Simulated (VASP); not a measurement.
Runs of VASP 6.6.1 on BeS5. The structure is that of space group P6/mmm (No. 191), or close to it. The cells are those of the table. 

| task | cell | k mesh | cutoff (eV) | gap on the mesh (eV) | pressure (GPa) | relaxed volume (Å³/atom) | largest force (eV/Å) |
| --- | --- | --- | --- | --- | --- | --- | --- |
| relaxation of cell and atoms | relaxed from a = 5.393, b = 5.393, c = 4.532 Å, angles 90.0, 90.0, 120.0°, 6 atoms | 12 × 12 × 8 | 600 | none | 0.0 | 18.90 | - |
| single point | a = 5.393, b = 5.393, c = 4.532 Å, angles 90.0, 90.0, 120.0°, 6 atoms | 6 × 6 × 4 | 520 | none | -0.5 | - | 0.26 |
| single point | a = 5.432, b = 5.432, c = 5.986 Å, angles 90.0, 90.0, 120.0°, 6 atoms | 6 × 6 × 4 | 520 | none | -5.1 | - | (a) |
| relaxation of cell and atoms | relaxed from a = 5.432, b = 5.432, c = 5.986 Å, angles 90.0, 90.0, 120.0°, 6 atoms | 6 × 6 × 4 | 600 | none | 0.1 | 18.98 | 0.04 |
| single point | a = 5.389, b = 5.389, c = 4.514 Å, angles 90.0, 90.0, 120.0°, 6 atoms | 12 × 12 × 8 | 520 | none | (b) | - | 0.26 |

Alike in all rows: level PBE; potentials or basis VASP PAW PBE potentials, release 64 (Be, S); no spin polarisation; smearing gaussian 0.1 eV.

Problem. Estimate the missing entries.

Solution. (a) 0.24; (b) -0.4.

Caveats: the volume moved by over 15 % at a fixed basis, so the end points are rough (some runs).

A gap of «none» marks levels without a gap at the run's occupations.
